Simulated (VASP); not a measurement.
# PbS (Fm-3m) in VASP: a series of runs

PbS is run at these levels: HSE06, PBE0; tasks: single point.

All numbers are computed with VASP 6.6.1; they aren't measurements. Logs are shortened: lines on timing, memory, paths and dates and some standing lists are left out, and cuts for length are marked.

## (1) The cell of the first run

It takes space group Fm-3m (No. 225, cubic). The conventional cell has a = 5.974 Å, b = 5.974 Å, c = 5.974 Å, α = 90.00°, β = 90.00°, γ = 90.00°. Within 3.9 Å of Pb (site symmetry m-3m) lie 6 S at 2.99 Å. Within 3.9 Å of S (site symmetry m-3m) lie 6 Pb at 2.99 Å.

## (2) Single point, HSE06

Contents of POSCAR:

```
PbS
1.0
    0.0000000000      2.9872326762      2.9872326762
    2.9872326762      0.0000000000      2.9872326762
    2.9872326762      2.9872326762      0.0000000000
Pb S
1 1
Direct
    0.0000000000      0.0000000000      0.0000000000
    0.5000000000      0.5000000000      0.5000000000
```

Contents of INCAR.step1:

```
SYSTEM = PbS
  PREC = Accurate
  ENCUT = 520
  EDIFF = 1E-5
  ISMEAR = 0
  SIGMA = 0.01
  LREAL = .False.
  LASPH = .True.
  NELM = 60
  ALGO = Normal
  ISIF = 2
  LWAVE = .True.
  LCHARG = .False.
  GGA = PE
  NBANDS = 17
```

Contents of INCAR.step2:

```
SYSTEM = PbS
  PREC = Accurate
  ENCUT = 520
  EDIFF = 1E-7
  ISMEAR = 0
  SIGMA = 0.01
  LREAL = .False.
  LASPH = .True.
  NELM = 60
  ALGO = Normal
  ISIF = 2
  LWAVE = .False.
  LCHARG = .False.
  GGA = PE
  LHFCALC = .True.
  HFSCREEN = 0.2079
  PRECFOCK = Normal
  ISTART = 1
  NBANDS = 17
```

Contents of KPOINTS:

```
Automatic mesh
0
Gamma
  6 6 6
  0 0 0
```

Potentials or basis: VASP PAW PBE potentials, release 64 (Pb_d, S).

Run with:

```
cat potpaw_PBE.64/Pb_d/POTCAR potpaw_PBE.64/S/POTCAR > POTCAR
cp INCAR.step1 INCAR
mpirun -np 1 vasp_std > vasp.out
cp INCAR.step2 INCAR
mpirun -np 1 vasp_std > vasp.out
```

OUTCAR:

```text
SYSTEM = PbS
   PREC = Accurate
   ENCUT = 520
   EDIFF = 1E-7
   ISMEAR = 0
   LREAL = .False.
   LASPH = .True.
   NELM = 60
   ISIF = 2
   GGA = PE
   LHFCALC = .True.
   HFSCREEN = 0.2079
   PRECFOCK = Normal
   ISTART = 1

 ion  position               nearest neighbor table
   1  0.000  0.000  0.000-   2 2.99   2 2.99   2 2.99   2 2.99   2 2.99   2 2.99
   2  0.500  0.500  0.500-   1 2.99   1 2.99   1 2.99   1 2.99   1 2.99   1 2.99

  LATTYP: Found a face centered cubic cell.
 ALAT       =     5.9744653524

  Lattice vectors:

 A1 = (   0.0000000000,   2.9872326762,   2.9872326762)
 A2 = (   2.9872326762,   0.0000000000,   2.9872326762)
 A3 = (   2.9872326762,   2.9872326762,   0.0000000000)

Analysis of symmetry for initial positions (statically):
=====================================================================
 Subroutine PRICEL returns:
 Original cell was already a primitive cell.

 Routine SETGRP: Setting up the symmetry group for a
 face centered cubic supercell.

 Subroutine GETGRP returns: Found 48 space group operations
 (whereof 48 operations were pure point group operations)
 out of a pool of 48 trial point group operations.

The static configuration has the point symmetry O_h .

Analysis of symmetry for dynamics (positions and initial velocities):
=====================================================================
 Subroutine PRICEL returns:
 Original cell was already a primitive cell.

 Routine SETGRP: Setting up the symmetry group for a
 face centered cubic supercell.

 Subroutine GETGRP returns: Found 48 space group operations
 (whereof 48 operations were pure point group operations)
 out of a pool of 48 trial point group operations.

The dynamic configuration has the point symmetry O_h .

 Subroutine INISYM returns: Found 48 space group operations
 (whereof 48 operations are pure point group operations),
 and found     1 'primitive' translations

----------------------------------------------------------------------------------------

                                     Primitive cell

  volume of cell :      53.3135

  direct lattice vectors                    reciprocal lattice vectors
     0.000000000  2.987232676  2.987232676    -0.167378994  0.167378994  0.167378994
     2.987232676  0.000000000  2.987232676     0.167378994 -0.167378994  0.167378994
     2.987232676  2.987232676  0.000000000     0.167378994  0.167378994 -0.167378994

  length of vectors
     4.224584965  4.224584965  4.224584965     0.289908922  0.289908922  0.289908922

  position of ions in fractional coordinates (direct lattice)
     0.000000000  0.000000000  0.000000000
     0.500000000  0.500000000  0.500000000

  ion indices of the primitive-cell ions
   primitive index   ion index
                 1           1
                 2           2

----------------------------------------------------------------------------------------

 KPOINTS: Automatic mesh

Automatic generation of k-mesh.
 Grid dimensions read from file:
 generate k-points for:    6    6    6

 Generating k-lattice:

  Cartesian coordinates                     Fractional coordinates (reciprocal lattice)
    -0.027896499  0.027896499  0.027896499     0.166666667  0.000000000  0.000000000
     0.027896499 -0.027896499  0.027896499     0.000000000  0.166666667  0.000000000
     0.027896499  0.027896499 -0.027896499     0.000000000  0.000000000  0.166666667

  Length of vectors
     0.048318154  0.048318154  0.048318154

  Shift w.r.t. Gamma in fractional coordinates (k-lattice)
     0.000000000  0.000000000  0.000000000

 Subroutine IBZKPT returns following result:
 ===========================================

 Found     16 irreducible k-points:

 Following reciprocal coordinates:
            Coordinates               Weight
  0.000000  0.000000  0.000000      1.000000
  0.166667  0.000000  0.000000      8.000000
  0.333333  0.000000  0.000000      8.000000
  0.500000  0.000000  0.000000      4.000000
  0.166667  0.166667  0.000000      6.000000
  0.333333  0.166667  0.000000     24.000000
[... 8 lines left out ...]
 -0.333333  0.333333  0.166667     24.000000
 -0.333333  0.500000  0.166667     12.000000
   k-points           NKPTS =     16   k-points in BZ     NKDIM =    216   number of bands    NBANDS=     17
   number of dos      NEDOS =    301   number of ions     NIONS =      2
   total plane-waves  NPLWV =  32768
   dimension x,y,z NGX =    32 NGY =   32 NGZ =   32
   dimension x,y,z NGXF=    64 NGYF=   64 NGZF=   64
   ions per type =               1   1
   NGX,Y,Z   is equivalent  to a cutoff of  12.59, 12.59, 12.59 a.u.
   NGXF,Y,Z  is equivalent  to a cutoff of  25.19, 25.19, 25.19 a.u.
 SYSTEM =  PbS
   PREC   = accura    normal or accurate (medium, high low for compatibility)
   ISTART =      1    job   : 0-new  1-cont  2-samecut
   ICHARG =      0    charge: 1-file 2-atom 10-const
   ISPIN  =      1    spin polarized calculation?
   LNONCOLLINEAR =      F non collinear calculations
   LSORBIT =      F    spin-orbit coupling
   LASPH  =      T    aspherical Exc in radial PAW
   ENCUT  =  520.0 eV  38.22 Ry    6.18 a.u.   7.85  7.85  7.85*2*pi/ulx,y,z
   NELM   =     60;   NELMIN=  2; NELMDL=  0     # of ELM steps
   EDIFF  = 0.1E-06   stopping-criterion for ELM
   LREAL  =      F    real-space projection
   EDIFFG = 0.1E-05   stopping-criterion for IOM
   NSW    =      0    number of steps for IOM
   IBRION =     -1    ionic relax: 0-MD 1-quasi-New 2-CG
   NFREE  =      0    steps in history (QN), initial steepest desc. (CG)
   ISIF   =      2    stress and relaxation
   ISYM   =      3    0-nonsym 1-usesym 2-fastsym
   POTIM  = 0.5000    time-step for ionic-motion
   TEBEG  =    0.0;   TEEND  =   0.0 temperature during run
   PSTRESS=    0.0 pullay stress
   NELECT =      20.0000    total number of electrons
   NUPDOWN=      -1.0000    fix difference up-down
   EMIN   =  10.00;   EMAX   =-10.00  energy-range for DOS
   EFERMI =   0.00;   METHOD = LEGACY
   ISMEAR =     0;   SIGMA  =   0.01  broadening in eV -4-tet -1-fermi 0-gaus
   EFERMI_NEDOS =   21; number of points for ismear=-14 and -15
   IALGO  =     38    algorithm
   IMIX   =      1    mixing-type and parameters
     AMIX     =   0.40;   BMIX     =  1.00
     AMIX_MAG =   1.60;   BMIX_MAG =  1.00
  volume/ion in A,a.u.               =      26.66       179.89
  Fermi-wavevector in a.u.,A,eV,Ry     =   1.180699  2.231197 18.967196  1.394050
  Thomas-Fermi vector in A             =   2.316986
   LORBIT       =      0    0 simple, 1 ext, 2 COOP (PROOUT), +10 PAW based schemes
   GGA     = PE    functional components
   LHFCALC =     T    Hartree Fock is set to
   PRECFOCK=normal    Normal, Fast or Accurate (Low or Medium for compatibility)
   ENCUT4O =  -1.0   cutoff for four orbital integrals eV
   NKREDX  =     1    reduce k-point grid by
   NKREDY  =     1    reduce k-point grid by
   NKREDZ  =     1    reduce k-point grid by
   AEXX    =    0.2500 exact exchange contribution
   HFSCREEN=    0.2079 screening length (either q_TF or 0.3 A-1)
   HFSCREENC=   0.2079 screening length for correlation (either q_TF or 0.3 A-1)
   ENCUTFOCK=  -1.0 apply spherical cutoff to Coloumb kernel
   IVDW    =     0    specifies the selected vdW correction
   LEPSILON=     F    determine dielectric tensor
   LRPA    =     F    only Hartree local field effects (RPA)
 non-spin polarized calculation
 Gauss-broadening in eV      SIGMA  =   0.01
  energy-cutoff  :      520.00
  volume of cell :       53.31
 maximum number of plane-waves:      1459
  NGX = 24; NGY = 24; NGZ = 24

 number of electron      20.0000001 magnetization

 Free energy of the ion-electron system (eV)
  ---------------------------------------------------
  ext. energy  EPLUGINS =         0.00000000
  ---------------------------------------------------
  free energy    TOTEN  =       -10.40767320 eV

  energy without entropy =      -10.40767320  energy(sigma->0) =      -10.40767320

 E-fermi :   5.3213     XC(G=0):  -7.9649

 val. band max:        5.2301880504   @ k =   0.5000   0.0000   0.0000
 cond. band min:       6.1127349487   @ k =   0.5000   0.0000   0.0000
 fundamental gap:      0.8825468984
 Fermi energy:         5.3212761110

 k-point     1 :       0.0000    0.0000    0.0000
  band No.  band energies     occupation
      1     -13.3029      2.00000
      2     -13.3029      2.00000
      3     -13.3029      2.00000
      4     -13.2977      2.00000
      5     -13.2977      2.00000
      6      -9.6865      2.00000
[... 9 lines left out ...]
     16      12.7317      0.00000
     17      14.6573      0.00000

 k-point     2 :       0.1667    0.0000    0.0000
  band No.  band energies     occupation
      1     -13.3069      2.00000
      2     -13.3069      2.00000
      3     -13.3020      2.00000
      4     -13.2914      2.00000
      5     -13.2914      2.00000
      6      -9.4444      2.00000
[... 9 lines left out ...]
     16      13.3718      0.00000
     17      16.5477      0.00000

 k-point     3 :       0.3333    0.0000    0.0000
  band No.  band energies     occupation
      1     -13.3230      2.00000
      2     -13.3230      2.00000
      3     -13.3008      2.00000
      4     -13.2710      2.00000
      5     -13.2710      2.00000
      6      -8.8393      2.00000
[... 9 lines left out ...]
     16      14.8651      0.00000
     17      18.4034      0.00000

 k-point     4 :       0.5000    0.0000    0.0000
  band No.  band energies     occupation
      1     -13.3310      2.00000
      2     -13.3310      2.00000
      3     -13.3005      2.00000
      4     -13.2606      2.00000
      5     -13.2606      2.00000
      6      -8.4271      2.00000
[... 9 lines left out ...]
     16      16.3803      0.00000
     17      16.7078      0.00000
[... 183 lines left out ...]
      1     -13.3776      2.00000
      2     -13.3038      2.00000
      3     -13.3030      2.00000
      4     -13.2678      2.00000
      5     -13.2625      2.00000
      6      -8.3665      2.00000
[... 9 lines left out ...]
     16      16.8156      0.00000
     17      17.1154      0.00000

 k-point    15 :      -0.3333    0.3333    0.1667
  band No.  band energies     occupation
      1     -13.3879      2.00000
      2     -13.3077      2.00000
      3     -13.2872      2.00000
      4     -13.2829      2.00000
      5     -13.2542      2.00000
      6      -8.0731      2.00000
[... 9 lines left out ...]
     16      17.6782      0.00000
     17      17.9704      0.00000

 k-point    16 :      -0.3333    0.5000    0.1667
  band No.  band energies     occupation
      1     -13.4208      2.00000
      2     -13.3073      2.00000
      3     -13.2915      2.00000
      4     -13.2680      2.00000
      5     -13.2474      2.00000
      6      -7.9537      2.00000
[... 9 lines left out ...]
     16      18.0634      0.00000
     17      18.6223      0.00000

------------------------ aborting loop because EDIFF is reached ----------------------------------------

  FORCE on cell =-STRESS in cart. coord.  units (eV):
  Direction    XX          YY          ZZ          XY          YZ          ZX
  --------------------------------------------------------------------------------------
  -------------------------------------------------------------------------------------
  Total       -0.0923471     -0.0923471     -0.0923471      0.0000000      0.0000000      0.0000000
  in kB       -2.7752142     -2.7752142     -2.7752142      0.0000000      0.0000000      0.0000000
  external PRESSURE =      -2.7752142 kB  Pullay stress =       0.0000000 kB

 VOLUME and BASIS-vectors are now :
 -----------------------------------------------------------------------------
  energy-cutoff  :      520.00
  volume of cell :       53.31
      direct lattice vectors                 reciprocal lattice vectors
     0.000000000  2.987232676  2.987232676    -0.167378994  0.167378994  0.167378994
     2.987232676  0.000000000  2.987232676     0.167378994 -0.167378994  0.167378994
     2.987232676  2.987232676  0.000000000     0.167378994  0.167378994 -0.167378994

 POSITION                                       TOTAL-FORCE (eV/Angst)
 -----------------------------------------------------------------------------------
      0.00000      0.00000      0.00000         0.000000      0.000000      0.000000
      2.98723      2.98723      2.98723        -0.000000     -0.000000     -0.000000
 -----------------------------------------------------------------------------------
    total drift:                               -0.000000     -0.000000     -0.000000

  FREE ENERGIE OF THE ION-ELECTRON SYSTEM (eV)
  ---------------------------------------------------
  free  energy   TOTEN  =       -10.4076732047 eV

  energy  without entropy=      -10.4076732047  energy(sigma->0) =      -10.40767320
```

Run time: 1.7 h. Hardware: 1 thread of Intel Xeon Platinum 8375C at 2.90GHz (Ice Lake), shared host; peak memory 0.3 GiB.

Results:

| Quantity | Value |
| --- | --- |
| Free energy | -10.4077 eV |
| Pressure | -0.3 GPa |
| Band gap on the k mesh | 0.88 eV |

Levels at points of the mesh, in eV from the valence-band top:
```csv
k point,band 8,band 9,band 10,band 11,band 12,band 13
"(0.00, 0.00, 0.00)",-2.41,-2.41,-2.41,6.00,6.00,6.00
"(0.50, 0.00, 0.00)",-2.02,-2.02,0.00,0.88,2.55,2.55
"(0.50, 0.50, 0.00)",-5.63,-3.76,-3.76,4.49,6.42,6.51
```

Caveat: the PAW data sets were made with another functional, which shifts forces and pressure a little; spin-orbit coupling is left out, which moves the levels of the heavy elements.

## (3) Single point, PBE0

POSCAR is that of step 2.

Contents of INCAR.step1:

```
  PREC = Accurate
  ENCUT = 520
  EDIFF = 1E-5
  ISMEAR = 0
  SIGMA = 0.01
  LREAL = False
  LASPH = True
  NELM = 60
  ALGO = Normal
  ISIF = 2
  LWAVE = True
  LCHARG = False
  GGA = PE
  NBANDS = 17
```

Contents of INCAR.step2:

```
  PREC = Accurate
  ENCUT = 520
  EDIFF = 1E-7
  ISMEAR = 0
  SIGMA = 0.01
  LREAL = False
  LASPH = True
  NELM = 60
  ALGO = Normal
  ISIF = 2
  LWAVE = False
  LCHARG = False
  GGA = PE
  LHFCALC = True
  AEXX = 0.25
  PRECFOCK = Normal
  ISTART = 1
  NBANDS = 17
```

Contents of KPOINTS:

```
Automatic mesh
0
Gamma
  6 6 6
```

Potentials or basis: VASP PAW PBE potentials, release 64 (Pb_d, S).

Run with:

```
cat potpaw_PBE.64/Pb_d/POTCAR potpaw_PBE.64/S/POTCAR > POTCAR
cp INCAR.step1 INCAR
mpirun -np 1 vasp_std > vasp.out
cp INCAR.step2 INCAR
mpirun -np 1 vasp_std > vasp.out
```

Run time: 2.1 h. Hardware: 1 thread of Oxide Virtual Turin-like, shared host; peak memory 0.18 GiB.

Results (log left out):

```yaml
Free_energy: -11.4318 eV
Pressure: -0.3 GPa
Band_gap_on_the_k_mesh: 1.49 eV
```

Levels at points of the mesh, in eV from the valence-band top:
```csv
k point,band 8,band 9,band 10,band 11,band 12,band 13
"(0.00, 0.00, 0.00)",-2.48,-2.48,-2.48,6.69,6.69,6.69
"(0.50, 0.00, 0.00)",-2.06,-2.06,0.00,1.49,3.18,3.18
"(0.50, 0.50, 0.00)",-5.76,-3.85,-3.85,5.13,7.12,7.21
```

Caveat: the PAW data sets were made with another functional, which shifts forces and pressure a little; spin-orbit coupling is left out, which moves the levels of the heavy elements. A k mesh can miss the band edges.
